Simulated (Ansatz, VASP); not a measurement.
One calculation of Na3HSe, two programs

```
CELL_PARAMETERS angstrom
4.40584 0.00000 0.00000
0.00000 4.40584 0.00000
0.00000 0.00000 4.40584
ATOMIC_POSITIONS crystal
Na 0.00000 0.50000 0.50000
Na 0.50000 0.00000 0.50000
Na 0.50000 0.50000 0.00000
H 0.50000 0.50000 0.50000
Se 0.00000 0.00000 0.00000
```

Alike in both runs: functional LDA; k mesh 6 × 6 × 6; occupations gaussian, width 0.02 eV; no spin polarisation.

Ansatz relaxed the structure, and its values are those at the end. VASP's run is a single point on that final structure, the one shown.

```csv
,VASP,Ansatz
version,VASP 6.6.1,Ansatz 0.2.0
potentials or method,"VASP PAW LDA potentials, release 64 (Na_pv, H, Se), cutoff 520 eV","scalar-relativistic, plane waves, PAW"
valence electrons in the cell,28,44
```

|  | VASP | Ansatz | Ansatz less VASP |
| --- | --- | --- | --- |
| gap on the k mesh at the Fermi level (eV) | 2.90 | 2.89 | -0.010 |
| least direct gap on the mesh (eV) | 3.06 | 3.05 | -0.010 |
| pressure (GPa) | 0.0 | 0.0 | -0.04 |

LDA's correlation is that of Perdew and Zunger in VASP and of Perdew and Wang (1992) in Ansatz. VASP's potentials hold 28 valence electrons a cell and Ansatz's 44, so a difference there can come from the potentials and not from the codes.
